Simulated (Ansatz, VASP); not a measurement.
**Se: VASP beside Ansatz**

```
CELL_PARAMETERS angstrom
0.00000 3.16570 3.16570
3.16570 0.00000 3.16570
3.16570 3.16570 0.00000
ATOMIC_POSITIONS crystal
Se 0.87500 0.87500 0.87500
Se 0.12500 0.12500 0.12500
```

Alike in both runs: functional PBE; k mesh 11 × 11 × 11; occupations fermi-dirac, width 0.1 eV; no spin polarisation.

Ansatz relaxed the structure, and its values are those at the end. VASP's run is a single point on that final structure, the one shown.

|  | VASP | Ansatz |
| --- | --- | --- |
| version | VASP 6.6.1 | Ansatz 0.2.0 |
| potentials or method | VASP PAW PBE potentials, release 64 (Se) | PAW with Ansatz's default frozen-core files, scalar-relativistic |
| plane-wave cutoff (eV) | 520 | 420 |
| valence electrons in the cell | 12 | 32 |

|  | VASP | Ansatz | Ansatz less VASP |
| --- | --- | --- | --- |
| pressure (GPa) | 0.0 | 0.0 | -0.02 |

VASP's potentials hold 12 valence electrons a cell and Ansatz's 32, so a difference there can come from the potentials and not from the codes.
